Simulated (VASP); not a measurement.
# AlNi3 (Pm-3m) in VASP: further runs

AlNi3 is run at these levels: PBEsol, PBE; tasks: elastic constants, vibrations by perturbation theory, single point.

Everything below comes from runs of VASP 6.6.1. Logs are shortened: lines on timing, memory, paths and dates and some standing lists are left out, and cuts for length are marked.

### Step 1. The cell of the first run

Symmetry: Pm-3m, No. 221, cubic system. Conventional cell: a = 3.523 Å, b = 3.523 Å, c = 3.523 Å, α = 90.00°, β = 90.00°, γ = 90.00°. Within 3.3 Å of Ni (site symmetry 4/mmm) lie 8 Ni at 2.49 Å and 4 Al at 2.49 Å. Within 3.3 Å of Al (site symmetry m-3m) lie 12 Ni at 2.49 Å.

### Step 2. Elastic constants, PBEsol, collinear spin, ferromagnetic start

Contents of INCAR:

```
SYSTEM = AlNi3
PREC = Accurate
ENCUT = 600
EDIFF = 1E-8
ISMEAR = -1
SIGMA = 0.05
LREAL = .False.
LASPH = .True.
NELM = 150
ALGO = Normal
ISIF = 3
LWAVE = .False.
LCHARG = .True.
ISPIN = 2
MAGMOM = 1 1 1 0
LORBIT = 11
LMAXMIX = 4
GGA = PS
IBRION = 6
NFREE = 2
POTIM = 0.015
NSW = 1
```

Contents of KPOINTS:

```
regular mesh
0
Gamma
  6 6 6
  0 0 0
```

Contents of POSCAR:

```
AlNi3
1.0
    3.5230547267      0.0000000000      0.0000000000
    0.0000000000      3.5230547267      0.0000000000
    0.0000000000      0.0000000000      3.5230547267
Ni Al
3 1
Direct
    0.5000000000      0.5000000000      0.0000000000
    0.5000000000      0.0000000000      0.5000000000
    0.0000000000      0.5000000000      0.5000000000
    0.0000000000      0.0000000000      0.0000000000
```

Potentials or basis: VASP PAW PBE potentials, release 64 (Ni, Al).

The run is started by

```console
> cat potpaw_PBE.64/Ni/POTCAR potpaw_PBE.64/Al/POTCAR > POTCAR
> mpirun -np 1 vasp_std > vasp.out
```

OUTCAR:

```text
SYSTEM = AlNi3
   PREC = Accurate
   ENCUT = 600
   EDIFF = 1E-8
   ISMEAR = -1
   LREAL = .False.
   LASPH = .True.
   NELM = 150
   ISIF = 3
   ISPIN = 2
   LORBIT = 11
   GGA = PS
   IBRION = 6
   NFREE = 2
   POTIM = 0.015
   NSW = 1

 ion  position               nearest neighbor table
   1  0.500  0.500  0.000-   2 2.49   3 2.49   4 2.49   2 2.49   3 2.49   2 2.49   4 2.49   2 2.49
                             3 2.49   4 2.49   3 2.49   4 2.49
   2  0.500  0.000  0.500-   1 2.49   3 2.49   4 2.49   1 2.49   4 2.49   1 2.49   3 2.49   1 2.49
                             3 2.49   4 2.49   4 2.49   3 2.49
   3  0.000  0.500  0.500-   1 2.49   2 2.49   4 2.49   1 2.49   4 2.49   2 2.49   4 2.49   4 2.49
                             1 2.49   2 2.49   1 2.49   2 2.49
   4  0.000  0.000  0.000-   1 2.49   2 2.49   3 2.49   2 2.49   3 2.49   1 2.49   3 2.49   3 2.49
                             1 2.49   2 2.49   2 2.49   1 2.49

  LATTYP: Found a simple cubic cell.
 ALAT       =     3.5230547267

  Lattice vectors:

 A1 = (   3.5230547267,   0.0000000000,   0.0000000000)
 A2 = (   0.0000000000,   3.5230547267,   0.0000000000)
 A3 = (   0.0000000000,   0.0000000000,   3.5230547267)

Analysis of symmetry for initial positions (statically):
=====================================================================
 Subroutine PRICEL returns:
 Original cell was already a primitive cell.

 Routine SETGRP: Setting up the symmetry group for a
 simple cubic supercell.

 Subroutine GETGRP returns: Found 48 space group operations
 (whereof 48 operations were pure point group operations)
 out of a pool of 48 trial point group operations.

The static configuration has the point symmetry O_h .

Analysis of symmetry for dynamics (positions and initial velocities):
=====================================================================
 Subroutine PRICEL returns:
 Original cell was already a primitive cell.

 Routine SETGRP: Setting up the symmetry group for a
 simple cubic supercell.

 Subroutine GETGRP returns: Found 48 space group operations
 (whereof 48 operations were pure point group operations)
 out of a pool of 48 trial point group operations.

The dynamic configuration has the point symmetry O_h .

Analysis of structural, dynamic, and magnetic symmetry:
=====================================================================
 Subroutine PRICEL returns:
 Original cell was already a primitive cell.

 Routine SETGRP: Setting up the symmetry group for a
 simple cubic supercell.

 Subroutine GETGRP returns: Found 48 space group operations
 (whereof 48 operations were pure point group operations)
 out of a pool of 48 trial point group operations.

The overall configuration has the point symmetry O_h .

 Subroutine INISYM returns: Found 48 space group operations
 (whereof 48 operations are pure point group operations),
 and found     1 'primitive' translations

----------------------------------------------------------------------------------------

                                     Primitive cell

  volume of cell :      43.7279

  direct lattice vectors                    reciprocal lattice vectors
     3.523054727  0.000000000  0.000000000     0.283844583  0.000000000  0.000000000
     0.000000000  3.523054727  0.000000000     0.000000000  0.283844583  0.000000000
     0.000000000  0.000000000  3.523054727     0.000000000  0.000000000  0.283844583

  length of vectors
     3.523054727  3.523054727  3.523054727     0.283844583  0.283844583  0.283844583

  position of ions in fractional coordinates (direct lattice)
     0.500000000  0.500000000  0.000000000
     0.500000000  0.000000000  0.500000000
     0.000000000  0.500000000  0.500000000
     0.000000000  0.000000000  0.000000000

  ion indices of the primitive-cell ions
   primitive index   ion index
                 1           1
[... 309 lines left out ...]

 number of electron      32.9999980 magnetization       0.6553495

 Free energy of the ion-electron system (eV)
  ---------------------------------------------------
  ext. energy  EPLUGINS =         0.00000000
  ---------------------------------------------------
  free energy    TOTEN  =       -24.30582284 eV

  energy without entropy =      -24.27465349  energy(sigma->0) =      -24.29023817

 E-fermi :   9.7547     XC(G=0): -13.0036

 val. band max:        9.7319345237   @ k =   0.1667   0.3333   0.3333
 cond. band min:       9.7737595890   @ k =   0.0000   0.0000   0.0000
 fundamental gap:      0.0418250653
 Fermi energy:         9.7547186790

 spin component 1

 k-point     1 :       0.0000    0.0000    0.0000
  band No.  band energies     occupation
      1      -0.4087      1.00000
      2       5.2806      1.00000
      3       5.9729      1.00000
      4       5.9735      1.00000
      5       6.3416      1.00000
      6       6.3416      1.00000
[... 589 lines left out ...]
     21      18.2536      0.00000
     22      18.4912      0.00000

 [... further k-points ...]

 spin component 2

 k-point     1 :       0.0000    0.0000    0.0000
  band No.  band energies     occupation
      1      -0.4257      1.00000
      2       5.3699      1.00000
      3       6.1106      1.00000
      4       6.1113      1.00000
      5       6.5903      1.00000
      6       6.5903      1.00000
[... 589 lines left out ...]
     21      18.2842      0.00000
     22      18.5277      0.00000

 [... further k-points ...]

------------------------ aborting loop because EDIFF is reached ----------------------------------------

  FORCE on cell =-STRESS in cart. coord.  units (eV):
  Direction    XX          YY          ZZ          XY          YZ          ZX
  --------------------------------------------------------------------------------------
  -------------------------------------------------------------------------------------
  Total       -0.1568601     -0.1571598     -0.1571598      0.0000000     -0.0000000      0.0000000
  in kB       -5.7473126     -5.7582952     -5.7582952      0.0000000     -0.0000000      0.0000000
  external PRESSURE =      -5.7546343 kB  Pullay stress =       0.0000000 kB
[... 19 lines left out ...]
  FREE ENERGIE OF THE ION-ELECTRON SYSTEM (eV)
  ---------------------------------------------------
  free  energy   TOTEN  =       -24.3058228444 eV

  energy  without entropy=      -24.2746534937  energy(sigma->0) =      -24.29023817

 INTERNAL STRAIN TENSORS FROM STRAINED CELLS
 ============================================

 INTERNAL STRAIN TENSOR FOR ION    1 for displacements in x,y,z  (eV/Angst):
          X           Y           Z          XY          YZ          ZX
  --------------------------------------------------------------------------------
  x     0.00000     0.00000     0.00000     0.00000     0.00000    -0.00000
  y     0.00000     0.00000     0.00000     0.00000     0.00000     0.00000
  z     0.00000     0.00000     0.00000     0.00000     0.00000     0.00000

 INTERNAL STRAIN TENSORS FROM DISPLACED ATOMS
 ============================================

 INTERNAL STRAIN TENSOR FOR ION    1 for displacements in x,y,z  (eV/Angst):
          X           Y           Z          XY          YZ          ZX
  --------------------------------------------------------------------------------
  x     0.00000     0.00000     0.00000     0.00000     0.00000     0.00000
  y     0.00000     0.00000     0.00000     0.00000     0.00000     0.00000
  z     0.00000     0.00000     0.00000     0.00000     0.00000     0.00000

 INTERNAL STRAIN TENSOR FOR ION    4 for displacements in x,y,z  (eV/Angst):
          X           Y           Z          XY          YZ          ZX
  --------------------------------------------------------------------------------
  x     0.00000     0.00000     0.00000     0.00000     0.00000     0.00000
  y     0.00000     0.00000     0.00000     0.00000     0.00000     0.00000
  z     0.00000     0.00000     0.00000     0.00000     0.00000     0.00000

 Eigenvectors and eigenvalues of the dynamical matrix
 ----------------------------------------------------

   1 f  =   10.241620 THz    64.349993 2PiTHz  341.623655 cm-1    42.355916 meV
             X         Y         Z           dx          dy          dz
      1.761527  1.761527  0.000000    -0.373971   -0.134665   -0.000000
      1.761527  0.000000  1.761527    -0.373971    0.089284   -0.000000
      0.000000  1.761527  1.761527     0.247947   -0.134665    0.000000
      0.000000  0.000000  0.000000     0.737584    0.265600   -0.000000
[... 71 lines left out ...]
  12 f/i=    0.000667 THz     0.004188 2PiTHz    0.022235 cm-1     0.002757 meV
             X         Y         Z           dx          dy          dz
      1.761527  1.761527  0.000000    -0.338996   -0.292750   -0.297371
      1.761527  0.000000  1.761527    -0.338996   -0.292710   -0.297412
      0.000000  1.761527  1.761527    -0.338950   -0.292750   -0.297412
      0.000000  0.000000  0.000000    -0.229815   -0.198463   -0.201624

--------------------------------------------------------------------------------------------------------

 ELASTIC MODULI CONTR FROM IONIC RELAXATION (kBar)
 Direction    XX          YY          ZZ          XY          YZ          ZX
 --------------------------------------------------------------------------------
 XX           0.0000      0.0000      0.0000      0.0000      0.0000      0.0000
 YY           0.0000      0.0000      0.0000      0.0000      0.0000      0.0000
 ZZ           0.0000      0.0000      0.0000      0.0000      0.0000      0.0000
 XY           0.0000      0.0000      0.0000      0.0000      0.0000      0.0000
 YZ           0.0000      0.0000      0.0000      0.0000      0.0000      0.0000
 ZX           0.0000      0.0000      0.0000      0.0000      0.0000      0.0000
 --------------------------------------------------------------------------------

 TOTAL ELASTIC MODULI (kBar)
 Direction    XX          YY          ZZ          XY          YZ          ZX
 --------------------------------------------------------------------------------
 XX        2622.8215   1676.7405   1676.7405      0.0000     -0.0000      0.0000
 YY        1676.7405   2622.8215   1676.7405     -0.0000      0.0000      0.0000
 ZZ        1676.7405   1676.7405   2622.8215     -0.0000      0.0000     -0.0000
 XY           0.0000     -0.0000     -0.0000   1427.3117      0.0000      0.0000
 YZ          -0.0000      0.0000      0.0000      0.0000   1427.3117      0.0000
 ZX           0.0000      0.0000     -0.0000      0.0000      0.0000   1427.3117
 --------------------------------------------------------------------------------

 total charge

# of ion       s       p       d       tot
------------------------------------------
    1        0.511   0.550   8.395   9.456
    2        0.511   0.550   8.395   9.456
    3        0.511   0.550   8.395   9.456
    4        0.410   0.404   0.000   0.815
--------------------------------------------------
tot          1.943   2.054  25.185  29.181

 magnetization (x)

# of ion       s       p       d       tot
------------------------------------------
    1       -0.002  -0.007   0.240   0.230
    2       -0.002  -0.007   0.240   0.230
    3       -0.002  -0.007   0.240   0.230
    4       -0.000  -0.008   0.000  -0.008
--------------------------------------------------
tot         -0.007  -0.029   0.720   0.684
```

Run time: 38 min. Hardware: 1 thread of Intel Xeon Platinum 8259CL at 2.50GHz (Skylake/Cascade Lake), shared host; peak memory 0.38 GiB.

Results:

```yaml
Net_moment: 0.66 μB per cell
Site_moments: Ni +0.23; Al -0.01 μB
Valence_electrons_inside_the_program's_atomic_spheres: Ni 9.46; Al 0.81
Elastic_constants_C11_C12_C44: 262, 168, 143 GPa
Voigt_bulk_modulus: 199 GPa
Highest_phonon_frequency_at_Γ: 342 cm⁻¹
```

Phonon frequencies in cm⁻¹ (negative: imaginary):
```
              q point                                frequencies
(0.000, 0.000, 0.000)  0 0 0 210 210 210 231 231 231 342 342 342
```

Elastic tensor in Voigt notation (GPa, in the Cartesian axes of the cell as first typed):
```
262 168 168   0   0   0
168 262 168   0   0   0
168 168 262   0   0   0
  0   0   0 143   0   0
  0   0   0   0 143   0
  0   0   0   0   0 143
```

Clamped-ion elastic tensor (GPa):
```
262 168 168   0   0   0
168 262 168   0   0   0
168 168 262   0   0   0
  0   0   0 143   0   0
  0   0   0   0 143   0
  0   0   0   0   0 143
```

Caveat: the PAW data sets were made with another functional, which shifts forces and pressure a little.

### Step 3. Vibrations by perturbation theory, PBE, collinear spin, ferromagnetic start

Contents of INCAR:

```
SYSTEM = AlNi3
ALGO     = Normal         ! electronic algorithm
EDIFF    = 1E-8           ! SCF threshold, eV
ENCUT    = 520            ! plane-wave cutoff, eV
GGA      = PE             ! functional
IBRION   = 8              ! ionic algorithm
ISIF     = 2              ! what is computed and relaxed
ISMEAR   = -1             ! smearing method
ISPIN    = 2              ! spin polarisation
LASPH    = .TRUE.         ! aspherical terms in the spheres
LCHARG   = .FALSE.        ! write CHGCAR
LMAXMIX  = 4              ! l up to which the mixer works
LORBIT   = 11             ! projections on sites
LREAL    = .FALSE.        ! projectors in reciprocal space
LWAVE    = .FALSE.        ! write WAVECAR
MAGMOM   = 1 1 1 0        ! initial moments
NBANDS   = 28             ! bands
NELM     = 150            ! most SCF steps
NSW      = 1              ! ionic steps
PREC     = Accurate       ! precision mode
SIGMA    = 0.05           ! smearing width, eV
```

Contents of KPOINTS:

```
k-points
0
G
  6 6 6
  0 0 0
```

POSCAR is that of step 2.

Potentials or basis: VASP PAW PBE potentials, release 64 (Ni, Al).

The run is started by

```console
> cat potpaw_PBE.64/Ni/POTCAR potpaw_PBE.64/Al/POTCAR > POTCAR
> mpirun -np 1 vasp_std > vasp.out
```

OUTCAR:

```text
SYSTEM = AlNi3
   EDIFF = 1E-8
   ENCUT = 520
   GGA = PE
   IBRION = 8
   ISIF = 2
   ISMEAR = -1
   ISPIN = 2
   LASPH = .TRUE.
   LORBIT = 11
   LREAL = .FALSE.
   NELM = 150
   NSW = 1
   PREC = Accurate

 ion  position               nearest neighbor table
   1  0.500  0.500  0.000-   2 2.49   3 2.49   4 2.49   2 2.49   3 2.49   2 2.49   4 2.49   2 2.49
                             3 2.49   4 2.49   3 2.49   4 2.49
   2  0.500  0.000  0.500-   1 2.49   3 2.49   4 2.49   1 2.49   4 2.49   1 2.49   3 2.49   1 2.49
                             3 2.49   4 2.49   4 2.49   3 2.49
   3  0.000  0.500  0.500-   1 2.49   2 2.49   4 2.49   1 2.49   4 2.49   2 2.49   4 2.49   4 2.49
                             1 2.49   2 2.49   1 2.49   2 2.49
   4  0.000  0.000  0.000-   1 2.49   2 2.49   3 2.49   2 2.49   3 2.49   1 2.49   3 2.49   3 2.49
                             1 2.49   2 2.49   2 2.49   1 2.49

  LATTYP: Found a simple cubic cell.
 ALAT       =     3.5230547267

[... 1520 lines left out ...]
  4Y    -0.000000    4.596729    0.000000    0.000000   -0.471231    0.000000    0.000000    4.596729   -0.000000   -0.000000   -8.722226    0.000000
  4Z    -0.000000   -0.000000   -0.471231   -0.000000    0.000000    4.596729   -0.000000    0.000000    4.596729    0.000000    0.000000   -8.722226

 Eigenvectors and eigenvalues of the dynamical matrix
 ----------------------------------------------------

   1 f  =   10.476502 THz    65.825803 2PiTHz  349.458489 cm-1    43.327311 meV
             X         Y         Z           dx          dy          dz
      1.761527  1.761527  0.000000     0.261971    0.307611   -0.000000
      1.761527  0.000000  1.761527     0.261971   -0.218430   -0.000000
      0.000000  1.761527  1.761527    -0.186021    0.307611    0.000000
      0.000000  0.000000  0.000000    -0.498518   -0.585370   -0.000000
[... 71 lines left out ...]
  12 f/i=    0.001214 THz     0.007631 2PiTHz    0.040510 cm-1     0.005023 meV
             X         Y         Z           dx          dy          dz
      1.761527  1.761527  0.000000    -0.053144    0.006978   -0.535029
      1.761527  0.000000  1.761527    -0.053144    0.006979   -0.534948
      0.000000  1.761527  1.761527    -0.053153    0.006978   -0.534948
      0.000000  0.000000  0.000000    -0.036021    0.004729   -0.362583

--------------------------------------------------------------------------------------------------------

 ELASTIC MODULI CONTR FROM IONIC RELAXATION (kBar)
 Direction    XX          YY          ZZ          XY          YZ          ZX
 --------------------------------------------------------------------------------
 XX           0.0000      0.0000      0.0000      0.0000      0.0000      0.0000
 YY           0.0000      0.0000      0.0000      0.0000      0.0000      0.0000
 ZZ           0.0000      0.0000      0.0000      0.0000      0.0000      0.0000
 XY           0.0000      0.0000      0.0000      0.0000      0.0000      0.0000
 YZ           0.0000      0.0000      0.0000      0.0000      0.0000      0.0000
 ZX           0.0000      0.0000      0.0000      0.0000      0.0000      0.0000
 --------------------------------------------------------------------------------

 total charge

# of ion       s       p       d       tot
------------------------------------------
    1        0.507   0.546   8.394   9.447
    2        0.507   0.546   8.394   9.447
    3        0.507   0.546   8.394   9.447
    4        0.413   0.406   0.000   0.819
--------------------------------------------------
tot          1.935   2.044  25.182  29.161

 magnetization (x)

# of ion       s       p       d       tot
------------------------------------------
    1       -0.003  -0.009   0.256   0.244
    2       -0.003  -0.009   0.256   0.244
    3       -0.003  -0.009   0.256   0.244
    4       -0.000  -0.008   0.000  -0.009
--------------------------------------------------
tot         -0.009  -0.036   0.768   0.724
```

It took 7.3 min on 1 thread of Intel Xeon Platinum 8488C (Sapphire Rapids), shared host; peak memory 0.41 GiB.

Results:

* Net moment: 0.69 μB per cell
* Site moments: Ni +0.24; Al -0.01 μB
* Valence electrons inside the program's atomic spheres: Ni 9.45; Al 0.82
* Highest phonon frequency at Γ: 349 cm⁻¹

Phonon frequencies in cm⁻¹ (negative: imaginary):
| q point | frequencies |
| --- | --- |
| (0.000, 0.000, 0.000) | 0 0 0 217 217 217 239 239 239 349 349 349 |

Caveat: the cell stands under pressure or tension, which shifts response properties.

(Part 1 of 2 ends here.)
